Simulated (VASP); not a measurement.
# Be5Ge (P6/mmm) in VASP: further runs

The runs below take Be5Ge through single point, relaxation of cell and atoms, with PBEsol.

Program: VASP 6.6.1. These are calculated values, not measurements. Logs are shortened: lines on timing, memory, paths and dates and some standing lists are left out, and cuts for length are marked.

### 1 The cell of the first run

The structure is hexagonal, space group P6/mmm (No. 191). The conventional cell has a = 4.406 Å, b = 4.406 Å, c = 3.590 Å, α = 90.00°, β = 90.00°, γ = 120.00°. Within 2.9 Å of Be (site symmetry -6m2) lie 9 Be at 2.20 to 2.54 Å and 3 Ge at 2.54 Å. Within 2.9 Å of Be (site symmetry mmm) lie 8 Be at 2.20 Å and 4 Ge at 2.84 Å. Within 3.4 Å of Ge (site symmetry 6/mmm) lie 18 Be at 2.54 to 2.84 Å.

### 2 Single point, PBEsol

INCAR reads:

```
PREC = Accurate
ENCUT = 520
EDIFF = 1E-6
ISMEAR = 0
SIGMA = 0.1
LREAL = F
LASPH = T
NELM = 100
ALGO = Normal
ISIF = 2
LWAVE = F
LCHARG = F
GGA = PS
NBANDS = 21
```

KPOINTS reads:

```
regular mesh
0
Gamma
  9 9 10
```

POSCAR reads:

```
Be5Ge
1.0
    4.4062770470      0.0000000000      0.0000000000
   -2.2031385235      3.8159478588      0.0000000000
    0.0000000000      0.0000000000      3.5899283940
Be Ge
5 1
Direct
    0.3333333333      0.6666666667      0.0000000000
    0.6666666667      0.3333333333      0.0000000000
    0.5000000000      0.0000000000      0.5000000000
    0.5000000000      0.5000000000      0.5000000000
    0.0000000000      0.5000000000      0.5000000000
    0.0000000000      0.0000000000      0.0000000000
```

Potentials or basis: VASP PAW PBE potentials, release 64 (Be, Ge_d).

Run with:

```sh
$ cat potpaw_PBE.64/Be/POTCAR potpaw_PBE.64/Ge_d/POTCAR > POTCAR
$ mpirun -np 1 vasp_std > vasp.out
```

OUTCAR:

```text
PREC = Accurate
   ENCUT = 520
   EDIFF = 1E-6
   ISMEAR = 0
   LREAL = F
   LASPH = T
   NELM = 100
   ISIF = 2
   GGA = PS

 ion  position               nearest neighbor table
   1  0.333  0.667  0.000-   3 2.20   3 2.20   5 2.20   5 2.20   4 2.20   4 2.20   6 2.54   6 2.54
                             6 2.54
   2  0.667  0.333  0.000-   3 2.20   3 2.20   5 2.20   5 2.20   4 2.20   4 2.20   6 2.54   6 2.54
                             6 2.54
   3  0.500  0.000  0.500-   1 2.20   2 2.20   1 2.20   2 2.20   4 2.20   5 2.20   4 2.20   5 2.20

   4  0.500  0.500  0.500-   1 2.20   2 2.20   1 2.20   2 2.20   3 2.20   3 2.20   5 2.20   5 2.20

   5  0.000  0.500  0.500-   1 2.20   2 2.20   1 2.20   2 2.20   3 2.20   3 2.20   4 2.20   4 2.20

   6  0.000  0.000  0.000-   1 2.54   2 2.54   1 2.54   2 2.54   2 2.54   1 2.54

  LATTYP: Found a hexagonal cell.
 ALAT       =     4.4062770470
 C/A-ratio  =     0.8147305210

  Lattice vectors:

 A1 = (   4.4062770470,   0.0000000000,   0.0000000000)
 A2 = (  -2.2031385235,   3.8159478588,   0.0000000000)
 A3 = (   0.0000000000,   0.0000000000,   3.5899283940)

Analysis of symmetry for initial positions (statically):
=====================================================================
 Subroutine PRICEL returns:
 Original cell was already a primitive cell.

 Routine SETGRP: Setting up the symmetry group for a
 hexagonal supercell.

 Subroutine GETGRP returns: Found 24 space group operations
 (whereof 24 operations were pure point group operations)
 out of a pool of 24 trial point group operations.

The static configuration has the point symmetry D_6h.

Analysis of symmetry for dynamics (positions and initial velocities):
=====================================================================
 Subroutine PRICEL returns:
 Original cell was already a primitive cell.

 Routine SETGRP: Setting up the symmetry group for a
 hexagonal supercell.

 Subroutine GETGRP returns: Found 24 space group operations
 (whereof 24 operations were pure point group operations)
 out of a pool of 24 trial point group operations.

The dynamic configuration has the point symmetry D_6h.

 Subroutine INISYM returns: Found 24 space group operations
 (whereof 24 operations are pure point group operations),
 and found     1 'primitive' translations

----------------------------------------------------------------------------------------

                                     Primitive cell

  volume of cell :      60.3615

  direct lattice vectors                    reciprocal lattice vectors
     4.406277047  0.000000000  0.000000000     0.226948962  0.131029044  0.000000000
    -2.203138523  3.815947859  0.000000000     0.000000000  0.262058088  0.000000000
     0.000000000  0.000000000  3.589928394     0.000000000  0.000000000  0.278557088

  length of vectors
     4.406277047  4.406277047  3.589928394     0.262058088  0.262058088  0.278557088

  position of ions in fractional coordinates (direct lattice)
     0.333333333  0.666666667  0.000000000
     0.666666667  0.333333333  0.000000000
     0.500000000  0.000000000  0.500000000
     0.500000000  0.500000000  0.500000000
     0.000000000  0.500000000  0.500000000
     0.000000000  0.000000000  0.000000000

  ion indices of the primitive-cell ions
   primitive index   ion index
                 1           1
                 2           2
                 3           3
                 4           4
                 5           5
                 6           6

----------------------------------------------------------------------------------------

 KPOINTS: regular mesh

Automatic generation of k-mesh.
 Grid dimensions read from file:
 generate k-points for:    9    9   10

 Generating k-lattice:

  Cartesian coordinates                     Fractional coordinates (reciprocal lattice)
     0.025216551  0.014558783  0.000000000     0.111111111  0.000000000  0.000000000
     0.000000000  0.029117565  0.000000000     0.000000000  0.111111111  0.000000000
     0.000000000  0.000000000  0.027855709     0.000000000  0.000000000  0.100000000

  Length of vectors
     0.029117565  0.029117565  0.027855709

  Shift w.r.t. Gamma in fractional coordinates (k-lattice)
     0.000000000  0.000000000  0.000000000

 Subroutine IBZKPT returns following result:
 ===========================================

 Found     72 irreducible k-points:

 Following reciprocal coordinates:
            Coordinates               Weight
  0.000000  0.000000  0.000000      1.000000
  0.111111  0.000000  0.000000      6.000000
  0.222222  0.000000  0.000000      6.000000
  0.333333 -0.000000  0.000000      6.000000
  0.444444  0.000000  0.000000      6.000000
  0.111111  0.111111  0.000000      6.000000
[... 16 lines left out ...]
  0.333333  0.222222  0.100000     24.000000
  0.333333  0.333333  0.100000      4.000000
 [... further k-points ...]
   k-points           NKPTS =     72   k-points in BZ     NKDIM =     72   number of bands    NBANDS=     21
   number of dos      NEDOS =    301   number of ions     NIONS =      6
   total plane-waves  NPLWV =  36288
   dimension x,y,z NGX =    36 NGY =   36 NGZ =   28
   dimension x,y,z NGXF=    72 NGYF=   72 NGZF=   56
   ions per type =               5   1
   NGX,Y,Z   is equivalent  to a cutoff of  13.58, 13.58, 12.97 a.u.
   NGXF,Y,Z  is equivalent  to a cutoff of  27.17, 27.17, 25.93 a.u.
 SYSTEM =  unknown system
   PREC   = accura    normal or accurate (medium, high low for compatibility)
   ISTART =      0    job   : 0-new  1-cont  2-samecut
   ICHARG =      2    charge: 1-file 2-atom 10-const
   ISPIN  =      1    spin polarized calculation?
   LNONCOLLINEAR =      F non collinear calculations
   LSORBIT =      F    spin-orbit coupling
   LASPH  =      T    aspherical Exc in radial PAW
   ENCUT  =  520.0 eV  38.22 Ry    6.18 a.u.   8.19  8.19  6.67*2*pi/ulx,y,z
   NELM   =    100;   NELMIN=  2; NELMDL= -5     # of ELM steps
   EDIFF  = 0.1E-05   stopping-criterion for ELM
   LREAL  =      F    real-space projection
   EDIFFG = 0.1E-04   stopping-criterion for IOM
   NSW    =      0    number of steps for IOM
   IBRION =     -1    ionic relax: 0-MD 1-quasi-New 2-CG
   NFREE  =      0    steps in history (QN), initial steepest desc. (CG)
   ISIF   =      2    stress and relaxation
   ISYM   =      2    0-nonsym 1-usesym 2-fastsym
   POTIM  = 0.5000    time-step for ionic-motion
   TEBEG  =    0.0;   TEEND  =   0.0 temperature during run
   PSTRESS=    0.0 pullay stress
   NELECT =      24.0000    total number of electrons
   NUPDOWN=      -1.0000    fix difference up-down
   EMIN   =  10.00;   EMAX   =-10.00  energy-range for DOS
   EFERMI =   0.00;   METHOD = LEGACY
   ISMEAR =     0;   SIGMA  =   0.10  broadening in eV -4-tet -1-fermi 0-gaus
   EFERMI_NEDOS =   21; number of points for ismear=-14 and -15
   IALGO  =     38    algorithm
   IMIX   =      4    mixing-type and parameters
     AMIX     =   0.40;   BMIX     =  1.00
     AMIX_MAG =   1.60;   BMIX_MAG =  1.00
  volume/ion in A,a.u.               =      10.06        67.89
  Fermi-wavevector in a.u.,A,eV,Ry     =   1.203812  2.274874 19.717055  1.449163
  Thomas-Fermi vector in A             =   2.339555
   LORBIT       =      0    0 simple, 1 ext, 2 COOP (PROOUT), +10 PAW based schemes
   GGA     = PS    functional components
   LHFCALC =     F    Hartree Fock is set to
   AEXX    =    0.0000 exact exchange contribution
   IVDW    =     0    specifies the selected vdW correction
   LEPSILON=     F    determine dielectric tensor
   LRPA    =     F    only Hartree local field effects (RPA)
 non-spin polarized calculation
 Gauss-broadening in eV      SIGMA  =   0.10
  energy-cutoff  :      520.00
  volume of cell :       60.36
 maximum number of plane-waves:      1675
 NGX is ok and might be reduce to    36
   NGX = 17   NGY = 17   NGZ = 13

 number of electron      23.9999999 magnetization

 Free energy of the ion-electron system (eV)
  ---------------------------------------------------
  ext. energy  EPLUGINS =         0.00000000
  ---------------------------------------------------
  free energy    TOTEN  =       -23.07981910 eV

  energy without entropy =      -23.06771929  energy(sigma->0) =      -23.07376920

 E-fermi :   6.5673     XC(G=0): -10.7574

 val. band max:        6.5466439490   @ k =   0.3333   0.1111   0.5000
 cond. band min:       6.5781607156   @ k =   0.2222   0.1111   0.4000
 fundamental gap:      0.0315167666
 Fermi energy:         6.5672725330

 k-point     1 :       0.0000    0.0000    0.0000
  band No.  band energies     occupation
      1     -18.0894      2.00000
      2     -18.0886      2.00000
      3     -18.0886      2.00000
      4     -18.0721      2.00000
      5     -18.0721      2.00000
      6      -5.4449      2.00000
[... 13 lines left out ...]
     20      12.4503      0.00000
     21      16.7823      0.00000

 k-point     2 :       0.1111    0.0000    0.0000
  band No.  band energies     occupation
      1     -18.0893      2.00000
      2     -18.0884      2.00000
      3     -18.0881      2.00000
      4     -18.0722      2.00000
      5     -18.0721      2.00000
      6      -5.3473      2.00000
[... 13 lines left out ...]
     20      13.5070      0.00000
     21      16.2711      0.00000

 k-point     3 :       0.2222    0.0000    0.0000
  band No.  band energies     occupation
      1     -18.0892      2.00000
      2     -18.0879      2.00000
      3     -18.0870      2.00000
      4     -18.0726      2.00000
      5     -18.0722      2.00000
      6      -5.0598      2.00000
[... 13 lines left out ...]
     20      15.0362      0.00000
     21      15.2127      0.00000

 k-point     4 :       0.3333   -0.0000    0.0000
  band No.  band energies     occupation
      1     -18.0892      2.00000
      2     -18.0871      2.00000
      3     -18.0858      2.00000
      4     -18.0730      2.00000
      5     -18.0723      2.00000
      6      -4.6101      2.00000
[... 13 lines left out ...]
     20      13.7593      0.00000
     21      14.0047      0.00000

 k-point     5 :       0.4444    0.0000    0.0000
  band No.  band energies     occupation
      1     -18.0892      2.00000
      2     -18.0866      2.00000
      3     -18.0850      2.00000
      4     -18.0733      2.00000
      5     -18.0724      2.00000
      6      -4.1321      2.00000
[... 13 lines left out ...]
     20      13.0782      0.00000
     21      13.4577      0.00000

 k-point     6 :       0.1111    0.1111    0.0000
  band No.  band energies     occupation
      1     -18.0891      2.00000
      2     -18.0882      2.00000
      3     -18.0873      2.00000
      4     -18.0725      2.00000
      5     -18.0722      2.00000
      6      -5.1544      2.00000
[... 13 lines left out ...]
     20      14.3163      0.00000
     21      15.3895      0.00000

 k-point     7 :       0.2222    0.1111    0.0000
  band No.  band energies     occupation
      1     -18.0889      2.00000
      2     -18.0876      2.00000
      3     -18.0862      2.00000
      4     -18.0728      2.00000
      5     -18.0723      2.00000
      6      -4.7825      2.00000
[... 13 lines left out ...]
     20      13.7246      0.00000
     21      15.2255      0.00000
[... 291 lines left out ...]
      1     -18.0881      2.00000
      2     -18.0862      2.00000
      3     -18.0852      2.00000
      4     -18.0738      2.00000
      5     -18.0730      2.00000
      6      -4.1997      2.00000
[... 13 lines left out ...]
     20      13.5461      0.00000
     21      14.3451      0.00000

 k-point    21 :       0.4444    0.1111    0.1000
  band No.  band energies     occupation
      1     -18.0881      2.00000
      2     -18.0858      2.00000
      3     -18.0849      2.00000
      4     -18.0739      2.00000
      5     -18.0731      2.00000
      6      -3.8856      2.00000
[... 13 lines left out ...]
     20      13.6478      0.00000
     21      14.3829      0.00000

 k-point    22 :       0.2222    0.2222    0.1000
  band No.  band energies     occupation
      1     -18.0871      2.00000
      2     -18.0871      2.00000
      3     -18.0853      2.00000
      4     -18.0737      2.00000
      5     -18.0731      2.00000
      6      -4.2635      2.00000
[... 13 lines left out ...]
     20      13.7599      0.00000
     21      14.8762      0.00000

 k-point    23 :       0.3333    0.2222    0.1000
  band No.  band energies     occupation
      1     -18.0872      2.00000
      2     -18.0862      2.00000
      3     -18.0852      2.00000
      4     -18.0738      2.00000
      5     -18.0733      2.00000
      6      -3.8260      2.00000
[... 13 lines left out ...]
     20      13.9570      0.00000
     21      14.5986      0.00000

 k-point    24 :       0.3333    0.3333    0.1000
  band No.  band energies     occupation
      1     -18.0865      2.00000
      2     -18.0859      2.00000
      3     -18.0859      2.00000
      4     -18.0736      2.00000
      5     -18.0736      2.00000
      6      -3.6352      2.00000
[... 13 lines left out ...]
     20      14.6986      0.00000
     21      14.6986      0.00000

 [... further k-points ...]

------------------------ aborting loop because EDIFF is reached ----------------------------------------

  FORCE on cell =-STRESS in cart. coord.  units (eV):
  Direction    XX          YY          ZZ          XY          YZ          ZX
  --------------------------------------------------------------------------------------
  -------------------------------------------------------------------------------------
  Total        0.0923459      0.0923459      0.1137864      0.0000000      0.0000000     -0.0000000
  in kB        2.4511409      2.4511409      3.0202364      0.0000000      0.0000000     -0.0000000
  external PRESSURE =       2.6408394 kB  Pullay stress =       0.0000000 kB

 VOLUME and BASIS-vectors are now :
 -----------------------------------------------------------------------------
  energy-cutoff  :      520.00
  volume of cell :       60.36
      direct lattice vectors                 reciprocal lattice vectors
     4.406277047  0.000000000  0.000000000     0.226948962  0.131029044  0.000000000
    -2.203138523  3.815947859  0.000000000     0.000000000  0.262058088  0.000000000
     0.000000000  0.000000000  3.589928394     0.000000000  0.000000000  0.278557088

 POSITION                                       TOTAL-FORCE (eV/Angst)
 -----------------------------------------------------------------------------------
     -0.00000      2.54397      0.00000        -0.000000      0.000000      0.000000
      2.20314      1.27198      0.00000         0.000000     -0.000000     -0.000000
      2.20314      0.00000      1.79496         0.000000      0.000000     -0.000000
      1.10157      1.90797      1.79496        -0.000000      0.000000     -0.000000
     -1.10157      1.90797      1.79496         0.000000      0.000000     -0.000000
      0.00000      0.00000      0.00000        -0.000000      0.000000     -0.000000
 -----------------------------------------------------------------------------------
    total drift:                                0.000000     -0.000000     -0.000000

  FREE ENERGIE OF THE ION-ELECTRON SYSTEM (eV)
  ---------------------------------------------------
  free  energy   TOTEN  =       -23.0798191048 eV

  energy  without entropy=      -23.0677192858  energy(sigma->0) =      -23.07376920
```

It took 42 s on 1 thread of Intel Xeon Platinum 8488C (Sapphire Rapids), shared host; peak memory 0.22 GiB.

Results:

| Item | Value |
| --- | --- |
| Free energy | -23.0798 eV |
| Pressure | 0.3 GPa |
| Band gap on the k mesh | zero (band 12 reaches 7.76 eV, above the bottom of band 13 at 4.60 eV) |

Caveat: the PAW data sets were made with another functional, which shifts forces and pressure a little.

[end of part 1 of 2]
